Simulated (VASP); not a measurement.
Runs of VASP 6.6.1 on InP. The structure is that of space group F-43m (No. 216), or close to it. The cells are those of the table. 

```csv
cell,gap on the mesh (eV),pressure (GPa)
"a = 4.151, b = 4.151, c = 4.158 Å, angles 59.9, 59.9, 60.1°, 2 atoms",0.66,2.8
"a = 4.124, b = 4.124, c = 4.103 Å, angles 60.2, 60.2, 59.7°, 2 atoms",(a),4.8
"a = 4.144 Å, angles 60.0°, 2 atoms",0.71,(d)
"a = 4.137, b = 4.137, c = 4.131 Å, angles 60.1, 60.1, 59.9°, 2 atoms",0.74,3.8
"a = 4.131, b = 4.131, c = 4.117 Å, angles 60.1, 60.1, 59.8°, 2 atoms",(c),4.3
"a = 4.158, b = 4.158, c = 4.172 Å, angles 59.9, 59.9, 60.2°, 2 atoms",0.62,(b)
"a = 4.165, b = 4.165, c = 4.186 Å, angles 59.8, 59.8, 60.3°, 2 atoms",0.57,1.9
```

Alike in all rows: task single point; level PBE; potentials or basis VASP PAW PBE potentials, release 64 (In_d, P); no spin polarisation; k mesh 6 × 6 × 6; cutoff (eV) 520; smearing gaussian 0.05 eV.

Q: Estimate the missing entries.

A: (a) 0.80; (b) 2.3; (c) 0.77; (d) 3.3.

Caveats: spin-orbit coupling is left out, which moves the levels of the heavy elements.

A k mesh can miss the band edges, and the runs leave out spin-orbit coupling on In.
